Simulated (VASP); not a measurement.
# B2RuN3 (P3m1) in VASP: further runs

B2RuN3 is run at these levels: PBE; tasks: relaxation of cell and atoms, relaxation of shape and atoms at fixed volume.

Everything below comes from runs of VASP 6.6.1. Logs are shortened: lines on timing, memory, paths and dates and some standing lists are left out, and cuts for length are marked.

### 1 The cell of the first run

It takes space group P3m1 (No. 156, trigonal). Conventional cell: a = 2.648 Å, b = 2.648 Å, c = 7.475 Å, α = 90.00°, β = 90.00°, γ = 120.00°. B (site symmetry 3m) has 4 N at 1.54 to 1.60 Å within 2.1 Å. Within 2.1 Å of B (site symmetry 3m) lie 4 N at 1.59 to 1.62 Å. Ru (site symmetry 3m) has 4 N at 1.97 to 2.13 Å within 2.6 Å. N (site symmetry 3m) has 1 B at 1.54 Å and 3 Ru at 1.97 Å within 2.1 Å. N (site symmetry 3m) has 4 B at 1.60 to 1.62 Å within 2.1 Å. N (site symmetry 3m) has 3 B at 1.59 Å within 2.1 Å.

### 2 Relaxation of cell and atoms, PBE

Contents of INCAR:

```
PREC = Accurate
ENCUT = 600
EDIFF = 1E-6
ISMEAR = 0
SIGMA = 0.1
LREAL = F
LASPH = T
NELM = 80
ALGO = Normal
ISIF = 3
LWAVE = F
LCHARG = F
GGA = PE
IBRION = 2
NSW = 100
EDIFFG = -0.01
```

Contents of KPOINTS:

```
Automatic mesh
0
Gamma
  12 12 4
```

Contents of POSCAR:

```
B2RuN3
1.0
    2.6484300905      0.0000000000      0.0000000000
   -1.3242150453      2.2936077385      0.0000000000
    0.0000000000      0.0000000000      7.4749096487
B Ru N
2 1 3
Direct
    0.6666666667      0.3333333333      0.6119570809
    0.3333333333      0.6666666667      0.3297966701
    0.0000000000      0.0000000000      0.9840937605
    0.6666666667      0.3333333333      0.8183289734
    0.3333333333      0.6666666667      0.5467296176
    0.0000000000      0.0000000000      0.2690938974
```

Potentials or basis: VASP PAW PBE potentials, release 64 (B, Ru_pv, N).

On the command line:

```console
> cat potpaw_PBE.64/B/POTCAR potpaw_PBE.64/Ru_pv/POTCAR potpaw_PBE.64/N/POTCAR > POTCAR
> mpirun -np 1 vasp_std > vasp.out
```

OUTCAR:

```text
PREC = Accurate
   ENCUT = 600
   EDIFF = 1E-6
   ISMEAR = 0
   LREAL = F
   LASPH = T
   NELM = 80
   ISIF = 3
   GGA = PE
   IBRION = 2
   NSW = 100
   EDIFFG = -0.01

 ion  position               nearest neighbor table
   1  0.667  0.333  0.612-   4 1.54   5 1.60   5 1.60   5 1.60
   2  0.333  0.667  0.330-   6 1.59   6 1.59   6 1.59   5 1.62
   3  0.000  0.000  0.984-   4 1.97   4 1.97   4 1.97   6 2.13
   4  0.667  0.333  0.818-   1 1.54   3 1.97   3 1.97   3 1.97
   5  0.333  0.667  0.547-   1 1.60   1 1.60   1 1.60   2 1.62
   6  0.000  0.000  0.269-   2 1.59   2 1.59   2 1.59   3 2.13

  LATTYP: Found a hexagonal cell.
 ALAT       =     2.6484300905
 C/A-ratio  =     2.8223926603

  Lattice vectors:

 A1 = (   2.6484300905,   0.0000000000,   0.0000000000)
 A2 = (  -1.3242150453,   2.2936077385,   0.0000000000)
 A3 = (   0.0000000000,   0.0000000000,   7.4749096487)

Analysis of symmetry for initial positions (statically):
=====================================================================
 Subroutine PRICEL returns:
 Original cell was already a primitive cell.

 Routine SETGRP: Setting up the symmetry group for a
 hexagonal supercell.

 Subroutine GETGRP returns: Found  6 space group operations
 (whereof  6 operations were pure point group operations)
 out of a pool of 24 trial point group operations.

The static configuration has the point symmetry C_3v.

Analysis of symmetry for dynamics (positions and initial velocities):
=====================================================================
 Subroutine PRICEL returns:
 Original cell was already a primitive cell.

 Routine SETGRP: Setting up the symmetry group for a
 hexagonal supercell.

 Subroutine GETGRP returns: Found  6 space group operations
 (whereof  6 operations were pure point group operations)
 out of a pool of 24 trial point group operations.

The dynamic configuration has the point symmetry C_3v.

 Subroutine INISYM returns: Found  6 space group operations
 (whereof  6 operations are pure point group operations),
 and found     1 'primitive' translations

----------------------------------------------------------------------------------------

                                     Primitive cell

  volume of cell :      45.4060

  direct lattice vectors                    reciprocal lattice vectors
     2.648430090  0.000000000  0.000000000     0.377582177  0.217997172  0.000000000
    -1.324215045  2.293607738  0.000000000     0.000000000  0.435994343  0.000000000
     0.000000000  0.000000000  7.474909649     0.000000000  0.000000000  0.133780881

  length of vectors
     2.648430090  2.648430091  7.474909649     0.435994343  0.435994343  0.133780881

  position of ions in fractional coordinates (direct lattice)
     0.666666667  0.333333333  0.611957081
     0.333333333  0.666666667  0.329796670
     0.000000000  0.000000000  0.984093761
     0.666666667  0.333333333  0.818328973
     0.333333333  0.666666667  0.546729618
     0.000000000  0.000000000  0.269093897

  ion indices of the primitive-cell ions
   primitive index   ion index
                 1           1
                 2           2
                 3           3
                 4           4
                 5           5
                 6           6

----------------------------------------------------------------------------------------

 KPOINTS: Automatic mesh

Automatic generation of k-mesh.
 Grid dimensions read from file:
 generate k-points for:   12   12    4

 Generating k-lattice:

  Cartesian coordinates                     Fractional coordinates (reciprocal lattice)
     0.031465181  0.018166431  0.000000000     0.083333333  0.000000000  0.000000000
     0.000000000  0.036332862  0.000000000     0.000000000  0.083333333  0.000000000
     0.000000000  0.000000000  0.033445220     0.000000000  0.000000000  0.250000000

  Length of vectors
     0.036332862  0.036332862  0.033445220

  Shift w.r.t. Gamma in fractional coordinates (k-lattice)
     0.000000000  0.000000000  0.000000000

 Subroutine IBZKPT returns following result:
 ===========================================

 Found     69 irreducible k-points:

 Following reciprocal coordinates:
            Coordinates               Weight
  0.000000  0.000000  0.000000      1.000000
  0.083333 -0.000000  0.000000      6.000000
  0.166667 -0.000000  0.000000      6.000000
  0.250000  0.000000  0.000000      6.000000
  0.333333  0.000000  0.000000      6.000000
  0.416667 -0.000000  0.000000      6.000000
[... 16 lines left out ...]
  0.166667 -0.000000  0.250000      6.000000
  0.000000  0.166667  0.250000      6.000000
 [... further k-points ...]
   k-points           NKPTS =     69   k-points in BZ     NKDIM =     69   number of bands    NBANDS=     21
   number of dos      NEDOS =    301   number of ions     NIONS =      6
   total plane-waves  NPLWV =  34560
   dimension x,y,z NGX =    24 NGY =   24 NGZ =   60
   dimension x,y,z NGXF=    48 NGYF=   48 NGZF=  120
   ions per type =               2   1   3
   NGX,Y,Z   is equivalent  to a cutoff of  15.07, 15.07, 13.34 a.u.
   NGXF,Y,Z  is equivalent  to a cutoff of  30.13, 30.13, 26.69 a.u.
 SYSTEM =  unknown system
   PREC   = accura    normal or accurate (medium, high low for compatibility)
   ISTART =      0    job   : 0-new  1-cont  2-samecut
   ICHARG =      2    charge: 1-file 2-atom 10-const
   ISPIN  =      1    spin polarized calculation?
   LNONCOLLINEAR =      F non collinear calculations
   LSORBIT =      F    spin-orbit coupling
   LASPH  =      T    aspherical Exc in radial PAW
   ENCUT  =  600.0 eV  44.10 Ry    6.64 a.u.   5.29  5.29 14.93*2*pi/ulx,y,z
   NELM   =     80;   NELMIN=  2; NELMDL= -5     # of ELM steps
   EDIFF  = 0.1E-05   stopping-criterion for ELM
   LREAL  =      F    real-space projection
   EDIFFG = -.1E-01   stopping-criterion for IOM
   NSW    =    100    number of steps for IOM
   IBRION =      2    ionic relax: 0-MD 1-quasi-New 2-CG
   NFREE  =      1    steps in history (QN), initial steepest desc. (CG)
   ISIF   =      3    stress and relaxation
   ISYM   =      2    0-nonsym 1-usesym 2-fastsym
   POTIM  = 0.5000    time-step for ionic-motion
   TEBEG  =    0.0;   TEEND  =   0.0 temperature during run
   PSTRESS=    0.0 pullay stress
   NELECT =      35.0000    total number of electrons
   NUPDOWN=      -1.0000    fix difference up-down
   EMIN   =  10.00;   EMAX   =-10.00  energy-range for DOS
   EFERMI =   0.00;   METHOD = LEGACY
   ISMEAR =     0;   SIGMA  =   0.10  broadening in eV -4-tet -1-fermi 0-gaus
   EFERMI_NEDOS =   21; number of points for ismear=-14 and -15
   IALGO  =     38    algorithm
   IMIX   =      4    mixing-type and parameters
     AMIX     =   0.40;   BMIX     =  1.00
     AMIX_MAG =   1.60;   BMIX_MAG =  1.00
  volume/ion in A,a.u.               =       7.57        51.07
  Fermi-wavevector in a.u.,A,eV,Ry     =   1.501042  2.836559 30.655674  2.253128
  Thomas-Fermi vector in A             =   2.612464
   LORBIT       =      0    0 simple, 1 ext, 2 COOP (PROOUT), +10 PAW based schemes
   GGA     = PE    functional components
   LHFCALC =     F    Hartree Fock is set to
   AEXX    =    0.0000 exact exchange contribution
   IVDW    =     0    specifies the selected vdW correction
   LEPSILON=     F    determine dielectric tensor
   LRPA    =     F    only Hartree local field effects (RPA)
 conjugate gradient relaxation of ions
 non-spin polarized calculation
 Gauss-broadening in eV      SIGMA  =   0.10
  energy-cutoff  :      600.00
  volume of cell :       45.41
 maximum number of plane-waves:      1532
 NGX is ok and might be reduce to    24
   NGX = 11   NGY = 11   NGZ = 29

--------------------------------------- Ionic step        1  -------------------------------------------

 number of electron      34.9999997 magnetization

 Free energy of the ion-electron system (eV)
  ---------------------------------------------------
  ext. energy  EPLUGINS =         0.00000000
  ---------------------------------------------------
  free energy    TOTEN  =       -51.47161170 eV

  energy without entropy =      -51.46234912  energy(sigma->0) =      -51.46698041

------------------------ aborting loop because EDIFF is reached ----------------------------------------

  FORCE on cell =-STRESS in cart. coord.  units (eV):
  Direction    XX          YY          ZZ          XY          YZ          ZX
  --------------------------------------------------------------------------------------
  -------------------------------------------------------------------------------------
  Total       -0.3021390     -0.3021390     -0.1625825      0.0000000      0.0000000     -0.0000000
  in kB      -10.6611435    -10.6611435     -5.7368134      0.0000000      0.0000000     -0.0000000
  external PRESSURE =      -9.0197002 kB  Pullay stress =       0.0000000 kB
[... 185 lines left out ...]
  energy  without entropy=      -51.4628858728  energy(sigma->0) =      -51.46751619

--------------------------------------- Ionic step        6  -------------------------------------------

 number of electron      34.9999998 magnetization

 Free energy of the ion-electron system (eV)
  ---------------------------------------------------
  ext. energy  EPLUGINS =         0.00000000
  ---------------------------------------------------
  free energy    TOTEN  =       -51.47215693 eV

  energy without entropy =      -51.46289547  energy(sigma->0) =      -51.46752620

 E-fermi :   9.6004     XC(G=0): -12.9825

 val. band max:        9.5975297324   @ k =   0.3333   0.0833   0.0000
 cond. band min:       9.6032008483   @ k =   0.2500   0.1667   0.2500
 fundamental gap:      0.0056711159
 Fermi energy:         9.6003516682

 k-point     1 :       0.0000    0.0000    0.0000
  band No.  band energies     occupation
      1     -34.7682      2.00000
      2     -34.0830      2.00000
      3     -34.0830      2.00000
      4     -10.6360      2.00000
      5      -8.6107      2.00000
      6      -7.4344      2.00000
[... 550 lines left out ...]
      5      -8.3723      2.00000
      6      -6.8645      2.00000
[... 13 lines left out ...]
     20      11.7544      0.00000
     21      14.7828      0.00000

 [... further k-points ...]
[... 5 lines left out ...]
  --------------------------------------------------------------------------------------
  -------------------------------------------------------------------------------------
  Total       -0.0057627     -0.0057627     -0.0107595      0.0000000      0.0000000     -0.0000000
  in kB       -0.2038073     -0.2038073     -0.3805286      0.0000000      0.0000000     -0.0000000
  external PRESSURE =      -0.2627144 kB  Pullay stress =       0.0000000 kB
[... 21 lines left out ...]
  FREE ENERGIE OF THE ION-ELECTRON SYSTEM (eV)
  ---------------------------------------------------
  free  energy   TOTEN  =       -51.4721569270 eV

  energy  without entropy=      -51.4628954741  energy(sigma->0) =      -51.46752620

 reached required accuracy - stopping structural energy minimisation
```

Wall time 1.7 min (1 thread of Intel Xeon 6975P-C (Granite Rapids), shared host); peak memory 0.25 GiB.

What came out:

* Free energy: -51.4722 eV
* Relaxed volume: 7.55 Å³/atom
* Relaxed cell: a = 2.646 Å, b = 2.646 Å, c = 7.473 Å, α = 90.00°, β = 90.00°, γ = 120.00°
* Space group after relaxing (to 0.05 Å): P3m1 (No. 156)
* Energy gained by relaxing: 0.1 meV/atom
* Ionic steps: 6
* Pressure after relaxing: 0.0 GPa
* Largest force after relaxing: 0.003 eV/Å

Forces on the atoms (eV/Å):
```
B    0.000  0.000  0.002
B    0.000  0.000 -0.002
Ru   0.000  0.000 -0.003
N    0.000  0.000  0.001
N    0.000  0.000  0.000
N    0.000  0.000  0.003
```

The path:
```csv
step,energy change (eV),largest force (eV/Å),pressure (GPa),volume (Å³)
1,0.0000,0.1373,-0.90,45.41
2,0.0018,0.3467,1.71,45.13
3,-0.0005,0.0459,-0.09,45.32
4,-0.0005,0.0320,0.13,45.27
5,-0.0005,0.0151,0.07,45.29
6,-0.0005,0.0033,-0.03,45.30
```

Final structure:
```
B Ru N
1.0
     2.64581    0.00000    0.00000
    -1.32291    2.29134    0.00000
     0.00000    0.00000    7.47251
B Ru N
2 1 3
Direct
  0.66667 0.33333 0.61202
  0.33333 0.66667 0.32966
  0.00000 0.00000 0.98412
  0.66667 0.33333 0.81867
  0.33333 0.66667 0.54667
  0.00000 0.00000 0.26886
```

Levels at points of the mesh, in eV from the Fermi level:
| k point | band 14 | band 15 | band 16 | band 17 | band 18 | band 19 | band 20 | band 21 |
| --- | --- | --- | --- | --- | --- | --- | --- | --- |
| (0.00, 0.00, 0.00) | -2.22 | -2.22 | -1.66 | -1.66 | -1.39 | 1.85 | 1.85 | 4.33 |
| (0.50, 0.00, 0.00) | -3.71 | -3.62 | -3.34 | -1.13 | 0.62 | 1.80 | 1.97 | 4.30 |
| (0.00, 0.00, 0.50) | -2.40 | -2.40 | -2.33 | -1.42 | -1.42 | 1.75 | 1.75 | 4.55 |
| (0.50, 0.00, 0.50) | -4.63 | -4.14 | -2.73 | -1.15 | 0.64 | 1.73 | 2.11 | 4.50 |

### 3 Relaxation of shape and atoms at fixed volume, PBE (volume scaled by 1.06)

Contents of INCAR:

```
  ALGO = Normal
  EDIFF = 1E-6
  EDIFFG = -0.01
  ENCUT = 600
  GGA = PE
  IBRION = 2
  ISIF = 4
  ISMEAR = 0
  LASPH = T
  LCHARG = F
  LREAL = F
  LWAVE = F
  NELM = 60
  NSW = 50
  PREC = Accurate
  SIGMA = 0.1
```

Contents of KPOINTS:

```
k-points
0
Gamma
  12 12 4
```

Contents of POSCAR:

```
B2RuN3
1.0
    2.6979212320      0.0000000000      0.0000000000
   -1.3489606160      2.3364683243      0.0000000000
    0.0000000000      0.0000000000      7.6206783136
B Ru N
2 1 3
Direct
    0.6666666667      0.3333333333      0.6124844735
    0.3333333333      0.6666666667      0.3297567732
    0.0000000000      0.0000000000      0.9828113382
    0.6666666667      0.3333333333      0.8190461835
    0.3333333333      0.6666666667      0.5469725499
    0.0000000000      0.0000000000      0.2689286817
```

Potentials or basis: VASP PAW PBE potentials, release 64 (B, Ru_pv, N).

On the command line:

```console
> cat potpaw_PBE.64/B/POTCAR potpaw_PBE.64/Ru_pv/POTCAR potpaw_PBE.64/N/POTCAR > POTCAR
> mpirun -np 1 vasp_std > vasp.out
```

Run time: 1.7 min. Hardware: 1 thread of Intel Xeon 6975P-C (Granite Rapids), shared host; peak memory 0.24 GiB.

The run converged. Its results:

| Quantity | Value |
| --- | --- |
| Free energy | -51.3196 eV |
| Energy gained by relaxing | 0.3 meV/atom |
| Ionic steps | 7 |
| Pressure after relaxing | -17.6 GPa |
| Largest force after relaxing | 0.006 eV/Å |

Forces on the atoms (eV/Å):
```
B    0.000  0.000  0.000
B    0.000  0.000  0.004
Ru   0.000  0.000 -0.001
N    0.000  0.000 -0.002
N    0.000  0.000 -0.006
N    0.000  0.000  0.004
```

The path:
```
step  energy change (eV)  largest force (eV/Å)  pressure (GPa)  volume (Å³)
   1              0.0000                0.3206          -18.04        48.04
   2              0.0027                0.5561          -17.02        48.04
   3             -0.0014                0.0675          -17.67        48.04
   4             -0.0016                0.0204          -17.63        48.04
   5             -0.0016                0.0205          -17.62        48.04
   6             -0.0016                0.0154          -17.63        48.04
   7             -0.0016                0.0057          -17.63        48.04
```

Final structure:
```cif
data_structure
_symmetry_space_group_name_H-M 'P 1'
_symmetry_Int_Tables_number 1
_cell_length_a 2.6973
_cell_length_b 2.6973
_cell_length_c 7.6240
_cell_angle_alpha 90.000
_cell_angle_beta 90.000
_cell_angle_gamma 120.000
_cell_volume 48.04
loop_
_atom_site_label
_atom_site_type_symbol
_atom_site_fract_x
_atom_site_fract_y
_atom_site_fract_z
_atom_site_occupancy
B1 B 0.66667 0.33333 0.61281 1
B2 B 0.33333 0.66667 0.32973 1
Ru1 Ru 0.00000 0.00000 0.98172 1
N1 N 0.66667 0.33333 0.81922 1
N2 N 0.33333 0.66667 0.54734 1
N3 N 0.00000 0.00000 0.26917 1
```

Levels at points of the mesh, in eV from the Fermi level:
| k point | band 16 | band 17 | band 18 | band 19 | band 20 | band 21 |
| --- | --- | --- | --- | --- | --- | --- |
| (0.00, 0.00, 0.00) | -1.52 | -1.52 | -1.20 | 1.88 | 1.88 | 3.95 |
| (0.50, 0.00, 0.00) | -3.03 | -1.07 | 0.55 | 1.63 | 1.97 | 4.30 |
| (0.00, 0.00, 0.50) | -2.07 | -1.30 | -1.30 | 1.79 | 1.79 | 4.21 |
| (0.50, 0.00, 0.50) | -2.45 | -1.06 | 0.57 | 1.54 | 2.09 | 4.50 |

Caveat: the cell differs from its parent crystal (volume scaled by 1.06).
